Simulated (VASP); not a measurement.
Write the native input for VASP 6.6.1 that does the following.

```
Task                   : single point
Functional             : PBE
Potentials or basis    : VASP PAW PBE potentials, release 64 (Mg, Te)
Cutoff                 : 520 eV
k mesh                 : 3 × 3 × 3
Occupations            : gaussian, width 0.2 eV
Spin                   : no spin polarisation
Dipole correction      : no
Further INCAR settings : ALGO = Normal; EDIFF = 1e-06; NBANDS = 20
```

The structure of Mg5Te2 lies in POSCAR:

```
Mg5Te2
1.0
    6.1902862477      0.0000000000      0.0000000000
    0.0000000000      6.1902862477      0.0000000000
    0.0000000000      0.0000000000      4.6689449097
Mg Te
5 2
Direct
    0.7577926215      0.7577926215      0.0000000000
    0.2422073785      0.2422073785      0.0000000000
    0.2422073785      0.7577926215      0.0000000000
    0.7577926215      0.2422073785      0.0000000000
    0.5000000000      0.5000000000      0.5000000000
    0.5000000000      0.0000000000      0.5000000000
    0.0000000000      0.5000000000      0.5000000000
```

One way to write it, as run:

INCAR

```
ALGO = Normal
EDIFF = 1E-6
ENCUT = 520
GGA = PE
ISIF = 2
ISMEAR = 0
LASPH = T
LCHARG = T
LELF = T
LREAL = F
LVHAR = T
LWAVE = F
NBANDS = 20
NELM = 60
PREC = Accurate
SIGMA = 0.2
```

KPOINTS

```
k-points
0
Gamma
  3 3 3
```

Potentials or basis: VASP PAW PBE potentials, release 64 (Mg, Te).

Launch:

```bash
$ cat potpaw_PBE.64/Mg/POTCAR potpaw_PBE.64/Te/POTCAR > POTCAR
$ mpirun -np 1 vasp_std > vasp.out
```

It gave:

```json
{"Pressure": "0.3 GPa", "Band gap on the k mesh": "zero (band 11 reaches 4.85 eV, above the bottom of band 12 at 3.53 eV)"}
```

Caveat: the k points lie up to 0.45 Å⁻¹ apart; spin-orbit coupling is left out, which moves the levels of the heavy elements.

It took 16 s on 1 thread of Intel(R) Xeon(R) 6975P-C (Granite Rapids) (shared host), peak memory 0.26 GiB.
